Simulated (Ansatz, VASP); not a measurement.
## Two plane-wave programs on Hg

```
Hg
1.0
     3.12194    0.00000    0.00000
    -1.56097    2.70368    0.00000
     0.00000    0.00000   10.50853
Hg
4
Direct
  0.00000 0.00000 0.00000
  0.00000 0.00000 0.50000
  0.33333 0.66667 0.25000
  0.66667 0.33333 0.75000
```

Alike in both runs: functional LDA; k mesh 11 × 11 × 3; occupations fermi-dirac, width 0.1 eV; no spin polarisation.

Ansatz relaxed the structure, and its values are those at the end. VASP's run is a single point on that final structure, the one shown.

|  | VASP | Ansatz |
| --- | --- | --- |
| version | VASP 6.6.1 | Ansatz 0.2.0 |
| potentials or method | VASP PAW LDA potentials, release 64 (Hg), cutoff 520 eV | plane waves (420 eV) with PAW, scalar-relativistic |
| valence electrons in the cell | 48 | 80 |

|  | VASP | Ansatz | Ansatz less VASP |
| --- | --- | --- | --- |
| pressure (GPa) | 0.6 | 0.0 | -0.61 |

Ansatz warns that its potentials were made for another functional, while VASP's fit it. LDA's correlation is that of Perdew and Zunger in VASP and of Perdew and Wang (1992) in Ansatz. VASP's potentials hold 48 valence electrons a cell and Ansatz's 80, so a difference there can come from the potentials and not from the codes.

Neither program's run includes spin-orbit coupling.
